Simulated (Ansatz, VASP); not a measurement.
## InSe: VASP beside Ansatz

```
CELL_PARAMETERS angstrom
5.85763 -2.02566 0.01906
5.87818 2.08434 0.03961
-1.57780 0.01362 4.31566
ATOMIC_POSITIONS crystal
In 0.88400 0.88400 0.00500
In 0.11600 0.11600 0.99500
Se 0.66000 0.66000 0.64200
Se 0.34000 0.34000 0.35800
```

Change from the starting cell: equal xy, yz and zx shear strains of +1 %.

Alike in both runs: task single point; functional PBEsol; k mesh 7 × 7 × 6; occupations fermi-dirac, width 0.02 eV; no spin polarisation.

|  | VASP | Ansatz |
| --- | --- | --- |
| version | VASP 6.6.1 | Ansatz 0.2.0 |
| potentials or method | VASP PAW PBE potentials, release 64 (In_d, Se), cutoff 520 eV | all-electron LAPW, scalar-relativistic |

Ansatz gave:

```
gap on the k mesh at the Fermi level (eV)                     : 0.85
pressure (GPa)                                                : -0.2
traceless stress, the component that is largest in VASP (GPa) : 1.86
rms of the force components (eV/Å)                            : 0.333
```

**Question.** Estimate VASP's values.

**Answer.** gap on the k mesh at the Fermi level (eV): 0.84; pressure (GPa): -0.2; traceless stress, the component that is largest in VASP (GPa): 1.86; rms of the force components (eV/Å): 0.332.

VASP's potentials were made for PBE, not for PBEsol. Atom by atom the forces differ by 0.009 eV/Å (rms over components). Ansatz ran all-electron here, and VASP with PAW potentials.
